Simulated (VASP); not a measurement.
Input of a VASP 6.6.1 run:

Contents of INCAR:

```
ALGO = Normal
EDIFF = 1E-6
ENCUT = 520
GGA = PE
ISIF = 2
ISMEAR = 0
LASPH = True
LCHARG = False
LREAL = False
LWAVE = False
NBANDS = 26
NELM = 100
PREC = Accurate
SIGMA = 0.02
```

Contents of KPOINTS:

```
k-points
0
Gamma
  12 12 6
```

POSCAR

```
GaN
1.0
    3.0787802713      0.0000000000      0.0000000000
   -1.5393901357      2.6663019276      0.0000000000
    0.0000000000      0.0000000000      5.3115262200
Ga N
2 2
Direct
    0.3333333333      0.6666666667     -0.0133274928
    0.6666666667      0.3333333333      0.4754902375
    0.3333333333      0.6666666667      0.3954428370
    0.6666666667      0.3333333333      0.8923944183
```

Potentials or basis: VASP PAW PBE potentials, release 64 (Ga_d, N).

Command:

```console
$ cat potpaw_PBE.64/Ga_d/POTCAR potpaw_PBE.64/N/POTCAR > POTCAR
$ mpirun -np 1 vasp_std > vasp.out
```

Q: Estimate the largest force.

A: 2.148 eV/Å.

Q: Predict the pressure.

A: 23.7 GPa.

Q: Estimate the band gap on the k mesh.

A: 2.23 eV, direct.

Forces in eV/Å, atoms in the order of the input:
```
Ga   0.000  0.000  1.125
Ga   0.000  0.000  2.148
N    0.000  0.000 -1.852
N    0.000  0.000 -1.421
```

Caveat: the cell differs from its parent crystal (strained and its atoms moved); forces of over 1 eV/Å act on the atoms, so gaps and moduli don't describe the material at rest. A k mesh can miss the band edges.
